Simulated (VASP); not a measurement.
Set up this calculation in VASP 6.6.1, as the native input.

- Task: single point
- Functional: PBEsol
- Potentials or basis: VASP PAW PBE potentials, release 64 (Li_sv, Cl)
- Cutoff: 520 eV
- k mesh: 8 × 8 × 8
- Occupations: gaussian, width 0.05 eV
- Spin: no spin polarisation
- Dipole correction: no
- Further INCAR settings: ALGO = Normal; EDIFF = 1e-06; NBANDS = 12

The structure of LiCl lies in POSCAR:

```
LiCl
1.0
    0.0000000000      2.6288790000      2.6288790000
    2.6288790000      0.0000000000      2.6288790000
    2.6288790000      2.6288790000      0.0000000000
Li Cl
1 1
Direct
    0.0000000000      0.0000000000      0.0000000000
    0.5000000000      0.5000000000      0.5000000000
```

This cell differs from its parent crystal: strain +0.025 along x and y, +0.025 along z.

The input as run:

INCAR

```
SYSTEM = LiCl
PREC = Accurate
ENCUT = 520
EDIFF = 1E-6
ISMEAR = 0
SIGMA = 0.05
LREAL = .False.
LASPH = .True.
NELM = 60
ALGO = Normal
ISIF = 2
LWAVE = .False.
LCHARG = .False.
GGA = PS
NBANDS = 12
```

KPOINTS

```
regular mesh
0
Gamma
  8 8 8
  0 0 0
```

Potentials or basis: VASP PAW PBE potentials, release 64 (Li_sv, Cl).

Command:

```sh
$ cat potpaw_PBE.64/Li_sv/POTCAR potpaw_PBE.64/Cl/POTCAR > POTCAR
$ mpirun -np 1 vasp_std > vasp.out
```

It gave:

```yaml
Band_gap_on_the_k_mesh: 5.74 eV
```

Caveat: the cell differs from its parent crystal (strain +0.025 along x and y, +0.025 along z).

Wall time 19 s on 1 thread of Intel Xeon 8259CL, on a shared host, peak memory 0.15 GiB.
